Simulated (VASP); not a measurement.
# HfB (Fm-3m) in VASP: a series of runs, part 2 of 2

VASP 6.6.1. The steps go on from the part before.

## Step 4: Single point, PBE (volume scaled by 0.94)

File INCAR:

```
PREC = Accurate ; ENCUT = 520
EDIFF = 1E-7 ; ISMEAR = -1
SIGMA = 0.05 ; LREAL = False
LASPH = True ; NELM = 100
ALGO = Normal ; ISIF = 2
LWAVE = False ; LCHARG = False
GGA = PE ; NBANDS = 14
```

File KPOINTS:

```
regular mesh
0
Gamma
  10 10 10
```

File POSCAR:

```
HfB
1.0
    0.0000000000      2.2628439111      2.2628439111
    2.2628439111      0.0000000000      2.2628439111
    2.2628439111      2.2628439111      0.0000000000
Hf B
1 1
Direct
    0.5000000000      0.5000000000      0.5000000000
    0.0000000000      0.0000000000      0.0000000000
```

The run is started by

```
cat potpaw_PBE.64/Hf_pv/POTCAR potpaw_PBE.64/B/POTCAR > POTCAR
mpirun -np 1 vasp_std > vasp.out
```

Wall time 8.8 s (1 thread of AMD EPYC 9R45 (Zen 5), shared host); peak memory 0.12 GiB.

The run converged. Its results:

| Quantity | Value |
| --- | --- |
| Free energy | -16.7821 eV |
| Pressure | 49.9 GPa |

Levels at points of the mesh, in eV from the Fermi level:
```csv
k point,band 4,band 5,band 6,band 7,band 8,band 9,band 10,band 11
"(0.00, 0.00, 0.00)",-9.75,2.28,2.28,2.28,4.15,4.15,4.15,4.48
"(0.50, 0.00, 0.00)",-5.20,-3.78,-1.48,-1.48,6.99,6.99,8.16,8.83
"(0.50, 0.50, 0.00)",-6.91,-1.26,-0.67,2.61,2.61,6.69,8.49,8.49
```

Caveat: the cell differs from its parent crystal (volume scaled by 0.94); spin-orbit coupling is left out, which moves the levels of the heavy elements.

## Step 5: Single point, PBE (volume scaled by 0.96)

File INCAR:

```
ALGO = Normal
EDIFF = 1E-6
ENCUT = 520
GGA = PE
ISIF = 2
ISMEAR = -1
LASPH = T
LCHARG = T
LELF = T
LREAL = F
LVHAR = T
LWAVE = F
NBANDS = 14
NELM = 100
PREC = Accurate
SIGMA = 0.05
```

File KPOINTS:

```
k-points
0
Gamma
  10 10 10
```

File POSCAR:

```
HfB
1.0
    0.0000000000      2.2787799567      2.2787799567
    2.2787799567      0.0000000000      2.2787799567
    2.2787799567      2.2787799567      0.0000000000
Hf B
1 1
Direct
    0.5000000000      0.5000000000      0.5000000000
    0.0000000000      0.0000000000      0.0000000000
```

Potentials or basis: VASP PAW PBE potentials, release 64 (Hf_pv, B).

The run is started by

```
cat potpaw_PBE.64/Hf_pv/POTCAR potpaw_PBE.64/B/POTCAR > POTCAR
mpirun -np 1 vasp_std > vasp.out
```

OUTCAR:

```text
EDIFF = 1E-6
   ENCUT = 520
   GGA = PE
   ISIF = 2
   ISMEAR = -1
   LASPH = T
   LREAL = F
   NELM = 100
   PREC = Accurate

 ion  position               nearest neighbor table
   1  0.500  0.500  0.500-   2 2.28   2 2.28   2 2.28   2 2.28   2 2.28   2 2.28
   2  0.000  0.000  0.000-   1 2.28   1 2.28   1 2.28   1 2.28   1 2.28   1 2.28

  LATTYP: Found a face centered cubic cell.
 ALAT       =     4.5575599134

  Lattice vectors:

 A1 = (   0.0000000000,   2.2787799567,   2.2787799567)
 A2 = (   2.2787799567,   0.0000000000,   2.2787799567)
 A3 = (   2.2787799567,   2.2787799567,   0.0000000000)

Analysis of symmetry for initial positions (statically):
=====================================================================
 Subroutine PRICEL returns:
 Original cell was already a primitive cell.

 Routine SETGRP: Setting up the symmetry group for a
 face centered cubic supercell.

 Subroutine GETGRP returns: Found 48 space group operations
 (whereof 48 operations were pure point group operations)
 out of a pool of 48 trial point group operations.

The static configuration has the point symmetry O_h .

Analysis of symmetry for dynamics (positions and initial velocities):
=====================================================================
 Subroutine PRICEL returns:
 Original cell was already a primitive cell.

 Routine SETGRP: Setting up the symmetry group for a
 face centered cubic supercell.

 Subroutine GETGRP returns: Found 48 space group operations
 (whereof 48 operations were pure point group operations)
 out of a pool of 48 trial point group operations.

The dynamic configuration has the point symmetry O_h .

 Subroutine INISYM returns: Found 48 space group operations
 (whereof 48 operations are pure point group operations),
 and found     1 'primitive' translations

----------------------------------------------------------------------------------------

                                     Primitive cell

  volume of cell :      23.6667

  direct lattice vectors                    reciprocal lattice vectors
     0.000000000  2.278779957  2.278779957    -0.219415656  0.219415656  0.219415656
     2.278779957  0.000000000  2.278779957     0.219415656 -0.219415656  0.219415656
     2.278779957  2.278779957  0.000000000     0.219415656  0.219415656 -0.219415656

  length of vectors
     3.222681520  3.222681520  3.222681520     0.380039065  0.380039065  0.380039065

  position of ions in fractional coordinates (direct lattice)
     0.500000000  0.500000000  0.500000000
     0.000000000  0.000000000  0.000000000

  ion indices of the primitive-cell ions
   primitive index   ion index
                 1           1
                 2           2

----------------------------------------------------------------------------------------

 KPOINTS: k-points

Automatic generation of k-mesh.
 Grid dimensions read from file:
 generate k-points for:   10   10   10

 Generating k-lattice:

  Cartesian coordinates                     Fractional coordinates (reciprocal lattice)
    -0.021941566  0.021941566  0.021941566     0.100000000  0.000000000  0.000000000
     0.021941566 -0.021941566  0.021941566     0.000000000  0.100000000  0.000000000
     0.021941566  0.021941566 -0.021941566     0.000000000  0.000000000  0.100000000

  Length of vectors
     0.038003906  0.038003906  0.038003906

  Shift w.r.t. Gamma in fractional coordinates (k-lattice)
     0.000000000  0.000000000  0.000000000

 Subroutine IBZKPT returns following result:
 ===========================================

 Found     47 irreducible k-points:

 Following reciprocal coordinates:
            Coordinates               Weight
  0.000000  0.000000  0.000000      1.000000
  0.100000  0.000000  0.000000      8.000000
  0.200000  0.000000  0.000000      8.000000
  0.300000  0.000000  0.000000      8.000000
  0.400000  0.000000  0.000000      8.000000
  0.500000  0.000000  0.000000      4.000000
[... 16 lines left out ...]
  0.300000  0.300000  0.000000      6.000000
  0.400000  0.300000  0.000000     24.000000
 [... further k-points ...]
   k-points           NKPTS =     47   k-points in BZ     NKDIM =     47   number of bands    NBANDS=     14
   number of dos      NEDOS =    301   number of ions     NIONS =      2
   total plane-waves  NPLWV =  13824
   dimension x,y,z NGX =    24 NGY =   24 NGZ =   24
   dimension x,y,z NGXF=    48 NGYF=   48 NGZF=   48
   ions per type =               1   1
   NGX,Y,Z   is equivalent  to a cutoff of  12.38, 12.38, 12.38 a.u.
   NGXF,Y,Z  is equivalent  to a cutoff of  24.76, 24.76, 24.76 a.u.
 SYSTEM =  unknown system
   PREC   = accura    normal or accurate (medium, high low for compatibility)
   ISTART =      0    job   : 0-new  1-cont  2-samecut
   ICHARG =      2    charge: 1-file 2-atom 10-const
   ISPIN  =      1    spin polarized calculation?
   LNONCOLLINEAR =      F non collinear calculations
   LSORBIT =      F    spin-orbit coupling
   LASPH  =      T    aspherical Exc in radial PAW
   ENCUT  =  520.0 eV  38.22 Ry    6.18 a.u.   5.99  5.99  5.99*2*pi/ulx,y,z
   NELM   =    100;   NELMIN=  2; NELMDL= -5     # of ELM steps
   EDIFF  = 0.1E-05   stopping-criterion for ELM
   LREAL  =      F    real-space projection
   EDIFFG = 0.1E-04   stopping-criterion for IOM
   NSW    =      0    number of steps for IOM
   IBRION =     -1    ionic relax: 0-MD 1-quasi-New 2-CG
   NFREE  =      0    steps in history (QN), initial steepest desc. (CG)
   ISIF   =      2    stress and relaxation
   ISYM   =      2    0-nonsym 1-usesym 2-fastsym
   POTIM  = 0.5000    time-step for ionic-motion
   TEBEG  =    0.0;   TEEND  =   0.0 temperature during run
   PSTRESS=    0.0 pullay stress
   NELECT =      13.0000    total number of electrons
   NUPDOWN=      -1.0000    fix difference up-down
   EMIN   =  10.00;   EMAX   =-10.00  energy-range for DOS
   EFERMI =   0.00;   METHOD = LEGACY
   ISMEAR =    -1;   SIGMA  =   0.05  broadening in eV -4-tet -1-fermi 0-gaus
   EFERMI_NEDOS =   21; number of points for ismear=-14 and -15
   IALGO  =     38    algorithm
   IMIX   =      4    mixing-type and parameters
     AMIX     =   0.40;   BMIX     =  1.00
     AMIX_MAG =   1.60;   BMIX_MAG =  1.00
  volume/ion in A,a.u.               =      11.83        79.86
  Fermi-wavevector in a.u.,A,eV,Ry     =   1.340737  2.533625 24.457498  1.797575
  Thomas-Fermi vector in A             =   2.469026
   LORBIT       =      0    0 simple, 1 ext, 2 COOP (PROOUT), +10 PAW based schemes
   GGA     = PE    functional components
   LHFCALC =     F    Hartree Fock is set to
   AEXX    =    0.0000 exact exchange contribution
   IVDW    =     0    specifies the selected vdW correction
   LEPSILON=     F    determine dielectric tensor
   LRPA    =     F    only Hartree local field effects (RPA)
 non-spin polarized calculation
  energy-cutoff  :      520.00
  volume of cell :       23.67
 maximum number of plane-waves:       648
   NGX = 11   NGY = 11   NGZ = 11

 number of electron      13.0000001 magnetization

 Free energy of the ion-electron system (eV)
  ---------------------------------------------------
  ext. energy  EPLUGINS =         0.00000000
  ---------------------------------------------------
  free energy    TOTEN  =       -16.92465857 eV

  energy without entropy =      -16.91526043  energy(sigma->0) =      -16.91995950

 E-fermi :   5.3754     XC(G=0): -12.5001

 val. band max:        5.3318425135   @ k =  -0.2000   0.1000   0.0000
 cond. band min:       5.4009699411   @ k =   0.5000   0.3000   0.1000
 fundamental gap:      0.0691274276
 Fermi energy:         5.3753696192

 k-point     1 :       0.0000    0.0000    0.0000
  band No.  band energies     occupation
      1     -22.6826      2.00000
      2     -22.6826      2.00000
      3     -22.6826      2.00000
      4      -4.3104      2.00000
      5       7.6345      0.00000
      6       7.6345      0.00000
      7       7.6345      0.00000
      8       9.4645      0.00000
      9       9.4645      0.00000
     10       9.4645      0.00000
     11       9.7789      0.00000
     12       9.7789      0.00000
     13      17.2311      0.00000
     14      19.0354      0.00000
[... 375 lines left out ...]
 k-point    24 :       0.4000    0.3000    0.0000
  band No.  band energies     occupation
      1     -23.3140      2.00000
      2     -22.9382      2.00000
      3     -22.9114      2.00000
      4      -1.2866      2.00000
      5       3.2395      2.00000
      6       4.5465      2.00000
      7       6.8201      0.00000
      8       7.6660      0.00000
      9      12.0285      0.00000
     10      13.7444      0.00000
     11      14.0198      0.00000
     12      18.4834      0.00000
     13      18.9517      0.00000
     14      20.8667      0.00000

 [... further k-points ...]
[... 5 lines left out ...]
  --------------------------------------------------------------------------------------
  -------------------------------------------------------------------------------------
  Total        6.3222029      6.3222029      6.3222029      0.0000000      0.0000000     -0.0000000
  in kB      427.9981055    427.9981055    427.9981055      0.0000000      0.0000000     -0.0000000
  external PRESSURE =     427.9981055 kB  Pullay stress =       0.0000000 kB

 VOLUME and BASIS-vectors are now :
 -----------------------------------------------------------------------------
  energy-cutoff  :      520.00
  volume of cell :       23.67
      direct lattice vectors                 reciprocal lattice vectors
     0.000000000  2.278779957  2.278779957    -0.219415656  0.219415656  0.219415656
     2.278779957  0.000000000  2.278779957     0.219415656 -0.219415656  0.219415656
     2.278779957  2.278779957  0.000000000     0.219415656  0.219415656 -0.219415656

 POSITION                                       TOTAL-FORCE (eV/Angst)
 -----------------------------------------------------------------------------------
      2.27878      2.27878      2.27878        -0.000000     -0.000000     -0.000000
      0.00000      0.00000      0.00000         0.000000      0.000000      0.000000
 -----------------------------------------------------------------------------------
    total drift:                               -0.000000     -0.000000      0.000000

  FREE ENERGIE OF THE ION-ELECTRON SYSTEM (eV)
  ---------------------------------------------------
  free  energy   TOTEN  =       -16.9246585670 eV

  energy  without entropy=      -16.9152604300  energy(sigma->0) =      -16.91995950
```

OSZICAR:

```text
N       E                     dE             d eps       ncg     rms          rms(c)
DAV:   1     0.232371818101E+02    0.23237E+02   -0.70894E+03  1324   0.879E+02
DAV:   2    -0.175782263918E+02   -0.40815E+02   -0.38792E+02  1628   0.196E+02
DAV:   3    -0.185440547145E+02   -0.96583E+00   -0.96304E+00  1652   0.209E+01
DAV:   4    -0.185469413325E+02   -0.28866E-02   -0.28864E-02  1524   0.144E+00
DAV:   5    -0.185469540302E+02   -0.12698E-04   -0.12697E-04  1676   0.834E-02    0.710E+01
DAV:   6    -0.169857738651E+02    0.15612E+01   -0.24069E+00  1574   0.986E+00    0.443E+01
DAV:   7    -0.169664031807E+02    0.19371E-01   -0.99823E-01  1718   0.597E+00    0.893E+00
DAV:   8    -0.169242756051E+02    0.42128E-01   -0.12499E-01  1466   0.222E+00    0.957E-01
DAV:   9    -0.169246679988E+02   -0.39239E-03   -0.56621E-03  1676   0.547E-01    0.130E-01
DAV:  10    -0.169246587915E+02    0.92072E-05   -0.96358E-05  1454   0.670E-02    0.736E-02
DAV:  11    -0.169246586675E+02    0.12406E-06   -0.11023E-05  1616   0.228E-02    0.965E-03
DAV:  12    -0.169246585670E+02    0.10045E-06   -0.27455E-07  1048   0.457E-03
   1 F= -.16924659E+02 E0= -.16919959E+02  d E =-.939814E-02
```

stdout:

```text
POSCAR found type information on POSCAR HfB
 POSCAR found :  2 types and       2 ions
 scaLAPACK will be used
 LDA part: xc-table for (Slater+PW92), standard interpolation
 POSCAR, INCAR and KPOINTS ok, starting setup
 FFT: planning ... GRIDC
 FFT: planning ... GRID_SOFT
 FFT: planning ... GRID
 WAVECAR not read
 entering main loop
```

It took 8.3 s on 1 thread of AMD EPYC 9R45 (Zen 5), shared host; peak memory 0.12 GiB.

Results:

```
Free energy : -16.9247 eV
Pressure    : 42.8 GPa
```

Caveat: the cell differs from its parent crystal (volume scaled by 0.96); spin-orbit coupling is left out, which moves the levels of the heavy elements.

## Step 6: The runs side by side

```tsv
task	level	cell	cutoff (eV)	gap on the mesh (eV)	pressure (GPa)	relaxed volume (Å³/atom)
relaxation of cell and atoms	revPBE+D3(BJ)	relaxed from a = 3.267 Å, angles 60.0°, 2 atoms	600	none	-0.1	13.70
relaxation of cell and atoms	revPBE+D4	relaxed from a = 3.267 Å, angles 60.0°, 2 atoms	600	none	0.1	13.78
single point	PBE	a = 3.200 Å, angles 60.0°, 2 atoms	520	none	49.9	-
single point	PBE	a = 3.223 Å, angles 60.0°, 2 atoms	520	none	42.8	-
```

Alike in all rows: potentials or basis VASP PAW PBE potentials, release 64 (Hf_pv, B); no spin polarisation; k mesh 10 × 10 × 10; smearing fermi-dirac 0.05 eV.

Caveats: spin-orbit coupling is left out, which moves the levels of the heavy elements; the PAW data sets were made with another functional, which shifts forces and pressure a little (some runs); pairwise dispersion overbinds metals, which lowers pressure and volume (some runs); the volume moved by +11 % from the deposited cell, more than functionals usually miss (some runs); the volume moved by +12 % from the deposited cell, more than functionals usually miss (some runs).

Total energies depend on the potentials used, so only differences within one code and one set of settings carry meaning.
